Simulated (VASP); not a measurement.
# MgS in VASP: settings compared

MgS is run at these levels: PBE, r2SCAN; tasks: single point.

All numbers are computed with VASP 6.6.1; they aren't measurements. Logs are shortened: lines on timing, memory, paths and dates and some standing lists are left out, and cuts for length are marked.

### 1 The cell of the first run

Symmetry: R3m, No. 160, trigonal system. The conventional cell has a = 4.084 Å, b = 4.084 Å, c = 9.667 Å, α = 90.00°, β = 90.00°, γ = 120.00°. Within 3.2 Å of Mg (site symmetry 3m) lie 4 S at 2.46 to 2.48 Å. S (site symmetry 3m) has 4 Mg at 2.46 to 2.48 Å within 3.2 Å.

### 2 Single point, PBE (epitaxial 111 strain +2.0%)

INCAR reads:

```
ALGO = Normal ; EDIFF = 1E-6
ENCUT = 520 ; GGA = PE
ISIF = 2 ; ISMEAR = 0
LASPH = T ; LCHARG = T
LELF = T ; LREAL = F
LVHAR = T ; LWAVE = F
NBANDS = 11 ; NELM = 100
PREC = Accurate ; SIGMA = 0.01
```

KPOINTS reads:

```
k-points
0
Gamma
  4 4 4
```

POSCAR reads:

```
MgS
1.0
   -0.0645077188      2.8229866592      2.8229866592
    2.8229866592     -0.0645077188      2.8229866592
    2.8229866592      2.8229866592     -0.0645077188
Mg S
1 1
Direct
   -0.0020299867     -0.0020299867     -0.0020299867
    0.2520299867      0.2520299867      0.2520299867
```

Potentials or basis: VASP PAW PBE potentials, release 64 (Mg, S).

Command:

```console
cat potpaw_PBE.64/Mg/POTCAR potpaw_PBE.64/S/POTCAR > POTCAR
mpirun -np 1 vasp_std > vasp.out
```

OUTCAR:

```text
EDIFF = 1E-6
   ENCUT = 520
   GGA = PE
   ISIF = 2
   ISMEAR = 0
   LASPH = T
   LREAL = F
   NELM = 100
   PREC = Accurate

 ion  position               nearest neighbor table
   1  0.998  0.998  0.998-   2 2.46   2 2.48   2 2.48   2 2.48
   2  0.252  0.252  0.252-   1 2.46   1 2.48   1 2.48   1 2.48

  LATTYP: Found a trigonal (rhomboedric) cell.
 ALAT       =     3.9928271440
 COS(alpha) =     0.4770245816

  Lattice vectors:

 A1 = (  -0.0645077188,   2.8229866592,   2.8229866592)
 A2 = (   2.8229866592,  -0.0645077188,   2.8229866592)
 A3 = (   2.8229866592,   2.8229866592,  -0.0645077188)

Analysis of symmetry for initial positions (statically):
=====================================================================
 Subroutine PRICEL returns:
 Original cell was already a primitive cell.

 Routine SETGRP: Setting up the symmetry group for a
 trigonal (rhombohedral) supercell.

 Subroutine GETGRP returns: Found  6 space group operations
 (whereof  6 operations were pure point group operations)
 out of a pool of 12 trial point group operations.

The static configuration has the point symmetry C_3v.

Analysis of symmetry for dynamics (positions and initial velocities):
=====================================================================
 Subroutine PRICEL returns:
 Original cell was already a primitive cell.

 Routine SETGRP: Setting up the symmetry group for a
 trigonal (rhombohedral) supercell.

 Subroutine GETGRP returns: Found  6 space group operations
 (whereof  6 operations were pure point group operations)
 out of a pool of 12 trial point group operations.

The dynamic configuration has the point symmetry C_3v.

 Subroutine INISYM returns: Found  6 space group operations
 (whereof  6 operations are pure point group operations),
 and found     1 'primitive' translations

----------------------------------------------------------------------------------------

                                     Primitive cell

  volume of cell :      46.5362

  direct lattice vectors                    reciprocal lattice vectors
    -0.064507719  2.822986659  2.822986659    -0.171159210  0.175161811  0.175161811
     2.822986659 -0.064507719  2.822986659     0.175161811 -0.171159210  0.175161811
     2.822986659  2.822986659 -0.064507719     0.175161811  0.175161811 -0.171159210

  length of vectors
     3.992827144  3.992827144  3.992827144     0.301095990  0.301095990  0.301095990

  position of ions in fractional coordinates (direct lattice)
     0.997970013  0.997970013  0.997970013
[... 74 lines left out ...]
   POTIM  = 0.5000    time-step for ionic-motion
   TEBEG  =    0.0;   TEEND  =   0.0 temperature during run
   PSTRESS=    0.0 pullay stress
   NELECT =       8.0000    total number of electrons
   NUPDOWN=      -1.0000    fix difference up-down
   EMIN   =  10.00;   EMAX   =-10.00  energy-range for DOS
   EFERMI =   0.00;   METHOD = LEGACY
   ISMEAR =     0;   SIGMA  =   0.01  broadening in eV -4-tet -1-fermi 0-gaus
   EFERMI_NEDOS =   21; number of points for ismear=-14 and -15
   IALGO  =     38    algorithm
   IMIX   =      4    mixing-type and parameters
     AMIX     =   0.40;   BMIX     =  1.00
     AMIX_MAG =   1.60;   BMIX_MAG =  1.00
  volume/ion in A,a.u.               =      23.27       157.02
  Fermi-wavevector in a.u.,A,eV,Ry     =   0.910279  1.720178 11.273901  0.828608
  Thomas-Fermi vector in A             =   2.034423
   LORBIT       =      0    0 simple, 1 ext, 2 COOP (PROOUT), +10 PAW based schemes
   GGA     = PE    functional components
   LHFCALC =     F    Hartree Fock is set to
   AEXX    =    0.0000 exact exchange contribution
   IVDW    =     0    specifies the selected vdW correction
   LEPSILON=     F    determine dielectric tensor
   LRPA    =     F    only Hartree local field effects (RPA)
 non-spin polarized calculation
 Gauss-broadening in eV      SIGMA  =   0.01
  energy-cutoff  :      520.00
  volume of cell :       46.54
 maximum number of plane-waves:      1269
 NGX is ok and might be reduce to    30
   NGX = 15   NGY = 15   NGZ = 15

 number of electron       8.0000000 magnetization

 Free energy of the ion-electron system (eV)
  ---------------------------------------------------
  ext. energy  EPLUGINS =         0.00000000
  ---------------------------------------------------
  free energy    TOTEN  =        -8.45176323 eV

  energy without entropy =       -8.45176323  energy(sigma->0) =       -8.45176323

 E-fermi :   1.1395     XC(G=0):  -8.2893

 val. band max:        1.0420804187   @ k =   0.0000   0.0000   0.0000
 cond. band min:       4.2343941053   @ k =   0.0000   0.0000   0.0000
 fundamental gap:      3.1923136866
 Fermi energy:         1.1394524165

 k-point     1 :       0.0000    0.0000    0.0000
  band No.  band energies     occupation
      1     -10.2619      2.00000
      2       0.8663      2.00000
      3       0.8663      2.00000
      4       1.0421      2.00000
      5       4.2344      0.00000
      6       8.6559      0.00000
      7       8.6559      0.00000
      8       9.1099      0.00000
      9      11.7002      0.00000
     10      11.7002      0.00000
     11      14.4095      0.00000
[... 155 lines left out ...]
 k-point    13 :       0.5000    0.5000    0.5000
  band No.  band energies     occupation
      1      -9.5657      2.00000
      2      -2.0630      2.00000
      3       0.5032      2.00000
      4       0.5032      2.00000
      5       5.7954      0.00000
      6       8.3326      0.00000
      7       8.3326      0.00000
      8       9.4232      0.00000
      9      13.6190      0.00000
     10      14.1711      0.00000
     11      14.1711      0.00000

------------------------ aborting loop because EDIFF is reached ----------------------------------------

  FORCE on cell =-STRESS in cart. coord.  units (eV):
  Direction    XX          YY          ZZ          XY          YZ          ZX
  --------------------------------------------------------------------------------------
  -------------------------------------------------------------------------------------
  Total       -0.1311541     -0.1311541     -0.1311541      0.2000261      0.2000261      0.2000261
  in kB       -4.5154576     -4.5154576     -4.5154576      6.8866290      6.8866290      6.8866290
  external PRESSURE =      -4.5154576 kB  Pullay stress =       0.0000000 kB

 VOLUME and BASIS-vectors are now :
 -----------------------------------------------------------------------------
  energy-cutoff  :      520.00
  volume of cell :       46.54
      direct lattice vectors                 reciprocal lattice vectors
    -0.064507719  2.822986659  2.822986659    -0.171159210  0.175161811  0.175161811
     2.822986659 -0.064507719  2.822986659     0.175161811 -0.171159210  0.175161811
     2.822986659  2.822986659 -0.064507719     0.175161811  0.175161811 -0.171159210

 POSITION                                       TOTAL-FORCE (eV/Angst)
 -----------------------------------------------------------------------------------
      5.57014      5.57014      5.57014        -0.006266     -0.006266     -0.006266
      1.40670      1.40670      1.40670         0.006266      0.006266      0.006266
 -----------------------------------------------------------------------------------
    total drift:                               -0.000067     -0.000067     -0.000067

  FREE ENERGIE OF THE ION-ELECTRON SYSTEM (eV)
  ---------------------------------------------------
  free  energy   TOTEN  =        -8.4517632287 eV

  energy  without entropy=       -8.4517632287  energy(sigma->0) =       -8.45176323
```

OSZICAR:

```text
N       E                     dE             d eps       ncg     rms          rms(c)
DAV:   1     0.241699618718E+02    0.24170E+02   -0.31946E+03   286   0.562E+02
DAV:   2    -0.696048153270E+01   -0.31130E+02   -0.29377E+02   350   0.957E+01
DAV:   3    -0.896470538637E+01   -0.20042E+01   -0.19983E+01   352   0.272E+01
DAV:   4    -0.898366243856E+01   -0.18957E-01   -0.18954E-01   338   0.316E+00
DAV:   5    -0.898387825603E+01   -0.21582E-03   -0.21582E-03   390   0.338E-01    0.398E+00
DAV:   6    -0.847965097377E+01    0.50423E+00   -0.12590E+00   307   0.416E+00    0.302E+00
DAV:   7    -0.844447723545E+01    0.35174E-01   -0.27523E-01   340   0.214E+00    0.238E+00
DAV:   8    -0.845246436564E+01   -0.79871E-02   -0.24682E-02   307   0.950E-01    0.133E+00
DAV:   9    -0.845153048599E+01    0.93388E-03   -0.24917E-03   337   0.245E-01    0.446E-01
DAV:  10    -0.845175266786E+01   -0.22218E-03   -0.71690E-04   313   0.125E-01    0.931E-02
DAV:  11    -0.845176118361E+01   -0.85158E-05   -0.55750E-05   351   0.312E-02    0.567E-02
DAV:  12    -0.845176344753E+01   -0.22639E-05   -0.64005E-06   340   0.127E-02    0.184E-02
DAV:  13    -0.845176322871E+01    0.21882E-06   -0.10030E-06   325   0.430E-03
   1 F= -.84517632E+01 E0= -.84517632E+01  d E =-.586755E-45
```

stdout:

```text
POSCAR found type information on POSCAR MgS
 POSCAR found :  2 types and       2 ions
 scaLAPACK will be used
 LDA part: xc-table for (Slater+PW92), standard interpolation
 POSCAR, INCAR and KPOINTS ok, starting setup
 FFT: planning ... GRIDC
 FFT: planning ... GRID_SOFT
 FFT: planning ... GRID
 WAVECAR not read
 entering main loop
```

It took 5 s on 1 thread of Intel Xeon Platinum 8481C at 2.70GHz (Sapphire Rapids), shared host; peak memory 0.16 GiB.

Results:

```
Free energy            : -8.4518 eV
Pressure               : -0.5 GPa
Largest force          : 0.011 eV/Å
Band gap on the k mesh : 3.19 eV, direct
```

Forces in eV/Å, atoms in the order of the input:
```
Mg  -0.006 -0.006 -0.006
S    0.006  0.006  0.006
```

Stress tensor (GPa, compression positive):
```
-0.45  0.69  0.69
 0.69 -0.45  0.69
 0.69  0.69 -0.45
```

Levels at points of the mesh, in eV from the valence-band top:
```
           k point  band 1  band 2  band 3  band 4  band 5  band 6  band 7  band 8
(0.00, 0.00, 0.00)  -11.30   -0.18   -0.18    0.00    3.19    7.61    7.61    8.07
(0.50, 0.00, 0.00)  -10.67   -3.19   -0.45   -0.35    4.94    7.42    7.65    8.34
(0.50, 0.50, 0.00)  -10.45   -2.86   -1.21   -1.03    3.76    5.50   10.75   11.90
(0.50, 0.50, 0.50)  -10.61   -3.11   -0.54   -0.54    4.75    7.29    7.29    8.38
```

Caveat: the k points lie up to 0.47 Å⁻¹ apart; the cell differs from its parent crystal (epitaxial 111 strain +2.0%).

### 3 Single point, PBE (epitaxial 111 strain +3.0%)

INCAR reads:

```
SYSTEM = MgS
PREC = Accurate
ENCUT = 520
EDIFF = 1E-6
ISMEAR = 0
SIGMA = 0.01
LREAL = .FALSE.
LASPH = .TRUE.
NELM = 80
ALGO = Normal
ISIF = 2
LWAVE = .FALSE.
LCHARG = .FALSE.
GGA = PE
NBANDS = 11
```

KPOINTS reads:

```
Automatic mesh
0
G
  4 4 4
  0 0 0
```

POSCAR reads:

```
MgS
1.0
   -0.0983390638      2.8174640826      2.8174640826
    2.8174640826     -0.0983390638      2.8174640826
    2.8174640826      2.8174640826     -0.0983390638
Mg S
1 1
Direct
   -0.0031660414     -0.0031660414     -0.0031660414
    0.2531660414      0.2531660414      0.2531660414
```

Potentials or basis: VASP PAW PBE potentials, release 64 (Mg, S).

Command:

```console
cat potpaw_PBE.64/Mg/POTCAR potpaw_PBE.64/S/POTCAR > POTCAR
mpirun -np 1 vasp_std > vasp.out
```

Run time: 4.6 s. Hardware: 1 thread of Intel Xeon Platinum 8481C at 2.70GHz (Sapphire Rapids), shared host; peak memory 0.16 GiB.

Results (log left out):

| Item | Value |
| --- | --- |
| Free energy | -8.4406 eV |
| Pressure | -1.1 GPa |
| Largest force | 0.006 eV/Å |
| Band gap on the k mesh | 3.06 eV, direct |

Forces in eV/Å, atoms in the order of the input:
```
Mg  -0.004 -0.004 -0.004
S    0.004  0.004  0.004
```

Stress tensor (GPa, compression positive):
```
-1.09  1.01  1.01
 1.01 -1.09  1.01
 1.01  1.01 -1.09
```

Levels at points of the mesh, in eV from the valence-band top:
| k point | band 1 | band 2 | band 3 | band 4 | band 5 | band 6 | band 7 | band 8 |
| --- | --- | --- | --- | --- | --- | --- | --- | --- |
| (0.00, 0.00, 0.00) | -11.32 | -0.26 | -0.26 | 0.00 | 3.06 | 7.46 | 7.46 | 8.15 |
| (0.50, 0.00, 0.00) | -10.72 | -3.22 | -0.50 | -0.36 | 4.86 | 7.32 | 7.65 | 8.22 |
| (0.50, 0.50, 0.00) | -10.49 | -2.89 | -1.30 | -1.02 | 3.70 | 5.44 | 10.53 | 11.70 |
| (0.50, 0.50, 0.50) | -10.62 | -3.09 | -0.64 | -0.64 | 4.58 | 7.12 | 7.12 | 8.27 |

Caveat: the k points lie up to 0.47 Å⁻¹ apart; the cell differs from its parent crystal (epitaxial 111 strain +3.0%).

### 4 Single point, PBE

This run uses another cell than the first one, of 22.69 Å³/atom, 0.975 times its volume.

INCAR reads:

```
SYSTEM = MgS
PREC     = Accurate       ! precision mode
ENCUT    = 520            ! plane-wave cutoff, eV
EDIFF    = 1E-6           ! SCF threshold, eV
ISMEAR   = -1             ! smearing method
SIGMA    = 0.02           ! smearing width, eV
LREAL    = .False.        ! projectors in reciprocal space
LASPH    = .True.         ! aspherical terms in the spheres
NELM     = 100            ! most SCF steps
ALGO     = Normal         ! electronic algorithm
ISIF     = 2              ! what is computed and relaxed
LWAVE    = .False.        ! write WAVECAR
LCHARG   = .False.        ! write CHGCAR
GGA      = PE             ! functional
NBANDS   = 11             ! bands
```

KPOINTS reads:

```
regular mesh
0
Gamma
  8 8 8
  0 0 0
```

POSCAR reads:

```
MgS
1.0
    0.0000000000      2.8308768412      2.8308768412
    2.8308768412      0.0000000000      2.8308768412
    2.8308768412      2.8308768412      0.0000000000
Mg S
1 1
Direct
    0.0000000000      0.0000000000      0.0000000000
    0.2500000000      0.2500000000      0.2500000000
```

Command:

```console
cat potpaw_PBE.64/Mg/POTCAR potpaw_PBE.64/S/POTCAR > POTCAR
mpirun -np 1 vasp_std > vasp.out
```

It took 7.9 s on 1 thread of Intel Xeon Platinum 8481C at 2.70GHz (Sapphire Rapids), shared host; peak memory 0.17 GiB.

It converged, with:

```
Free energy            : -8.4707 eV
Pressure               : 0.9 GPa
Band gap on the k mesh : 3.46 eV, direct
```

Levels at points of the mesh, in eV from the valence-band top:
```csv
k point,band 1,band 2,band 3,band 4,band 5,band 6,band 7,band 8
"(0.00, 0.00, 0.00)",-11.27,0.00,0.00,0.00,3.46,7.95,7.95,7.95
"(0.50, 0.00, 0.00)",-10.59,-3.13,-0.33,-0.33,5.12,7.64,7.64,8.61
"(0.50, 0.50, 0.00)",-10.37,-2.81,-1.03,-1.03,3.89,5.65,11.16,12.30
```

[end of part 1 of 2]
